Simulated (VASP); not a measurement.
Input of a VASP 6.6.1 run:

Contents of INCAR:

```
SYSTEM = Ta3N
PREC     = Accurate       ! precision mode
ENCUT    = 600            ! plane-wave cutoff, eV
EDIFF    = 1E-6           ! SCF threshold, eV
ISMEAR   = 0              ! smearing method
SIGMA    = 0.1            ! smearing width, eV
LREAL    = .FALSE.        ! projectors in reciprocal space
LASPH    = .TRUE.         ! aspherical terms in the spheres
NELM     = 120            ! most SCF steps
ALGO     = Normal         ! electronic algorithm
ISIF     = 2              ! what is computed and relaxed
LWAVE    = .FALSE.        ! write WAVECAR
LCHARG   = .FALSE.        ! write CHGCAR
GGA      = PE             ! functional
NBANDS   = 27             ! bands
GGA_COMPAT= .FALSE.
```

The input KPOINTS:

```
Automatic mesh
0
G
  10 10 14
  0 0 0
```

The input POSCAR:

```
Ta3N
1.0
    4.4177808348      0.0000000000      0.0000000000
    0.0000000000      4.4177808348      0.0000000000
    0.0000000000      0.0000000000      3.1826978415
Ta N
3 1
Direct
    0.0000000000      0.5000000000      0.5000000000
    0.5000000000      0.0000000000      0.5000000000
    0.5000000000      0.5000000000      0.0000000000
    0.0000000000      0.0000000000      0.0000000000
```

Potentials or basis: VASP PAW PBE potentials, release 64 (Ta_pv, N).

Launch:

```console
$ cat potpaw_PBE.64/Ta_pv/POTCAR potpaw_PBE.64/N/POTCAR > POTCAR
$ mpirun -np 1 vasp_std > vasp.out
```

Task: Estimate the pressure.

Result: 0.1 GPa.

Task: What does it give for the band gap on the k mesh?

Result: Zero (bands 19 and 20 overlap by 1.08 eV).

Stress tensor (GPa, compression positive):
```
0.09 0.00 0.00
0.00 0.09 0.00
0.00 0.00 0.23
```

Caveat: spin-orbit coupling is left out, which moves the levels of the heavy elements.
